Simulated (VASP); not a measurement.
# NbBiF: single point with PBE

The system is NbBiF.

```
Nb Bi F
1.0
     3.34190    0.00000    0.00000
     0.00000    3.34190    0.00000
     0.00000    0.00000    5.36710
Nb Bi F
1 1 1
Direct
  0.00000 0.00000 0.00000
  0.50000 0.50000 0.50000
  0.00000 0.00000 0.50000
```

The cell was generated, and may not be a known phase.

```yaml
Program: VASP 6.6.1
Task: single point
Functional: PBE
Potentials_or_basis: VASP PAW PBE potentials, release 64 (Nb_sv, Bi_d, F)
Cutoff: 520 eV
k_mesh: 6 × 6 × 4
Occupations: gaussian, width 0.1 eV
Spin: no spin polarisation
```

The pressure is 5.5 GPa and the band gap on the k mesh is zero (an odd number of electrons rules out a gap without spin polarisation).

Stress tensor (GPa, compression positive):
```
12.14  0.00  0.00
 0.00 12.14  0.00
 0.00  0.00 -7.65
```

Levels at points of the mesh, in eV from the Fermi level:
| k point | band 13 | band 14 | band 15 | band 16 | band 17 | band 18 | band 19 | band 20 | band 21 | band 22 |
| --- | --- | --- | --- | --- | --- | --- | --- | --- | --- | --- |
| (0.00, 0.00, 0.00) | -8.44 | -8.41 | -2.84 | -1.88 | -1.58 | 0.36 | 0.68 | 0.68 | 1.87 | 4.74 |
| (0.50, 0.00, 0.00) | -7.55 | -5.03 | -3.55 | -3.44 | -0.95 | 0.41 | 0.89 | 1.44 | 1.53 | 2.76 |
| (0.50, 0.50, 0.00) | -9.85 | -7.70 | -1.50 | -1.15 | -1.15 | 0.32 | 0.47 | 0.47 | 0.50 | 2.77 |
| (0.00, 0.00, 0.50) | -8.46 | -8.46 | -4.44 | -1.57 | 0.05 | 0.68 | 0.68 | 1.87 | 4.15 | 5.02 |
| (0.50, 0.00, 0.50) | -7.57 | -4.99 | -2.89 | -2.61 | -1.77 | -0.57 | 0.60 | 1.04 | 1.21 | 3.55 |
| (0.50, 0.50, 0.50) | -9.86 | -8.02 | -2.93 | -1.27 | -1.27 | 1.50 | 2.47 | 2.47 | 2.50 | 2.50 |

It took 30 s on 1 thread of Oxide Virtual Turin-like Processor (shared host), peak memory 0.17 GiB.

Caveat: the stress differs along the axes, from -8 to 12 GPa; spin-orbit coupling is left out, which moves the levels of the heavy elements; an odd number of electrons without spin polarisation forces a metal; a magnetic or distorted state may lie lower.
